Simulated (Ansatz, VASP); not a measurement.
RbCl in VASP and in Ansatz

```
Rb Cl
1.0
     0.00000    3.30642    3.30642
     3.30642    0.00000    3.30642
     3.30642    3.30642    0.00000
Rb Cl
1 1
Direct
  0.00000 0.00000 0.00000
  0.50000 0.50000 0.50000
```

Alike in both runs: task single point; functional HSE06; k mesh 6 × 6 × 6; occupations fermi-dirac, width 0.02 eV; no spin polarisation.

|  | VASP | Ansatz |
| --- | --- | --- |
| version | VASP 6.6.1 | Ansatz 0.2.0 |
| potentials or method | VASP PAW PBE potentials, release 64 (Rb_sv, Cl), cutoff 400 eV | PAW plane waves |
| valence electrons in the cell | 16 | 16 |

```tsv
	VASP	Ansatz	Ansatz less VASP
gap on the k mesh at the Fermi level (eV)	6.25	6.25	+0.002
pressure (GPa)	0.3	0.3	0.00
```

Ansatz's warnings: stress exchange threshold loose, stress scf threshold loose.
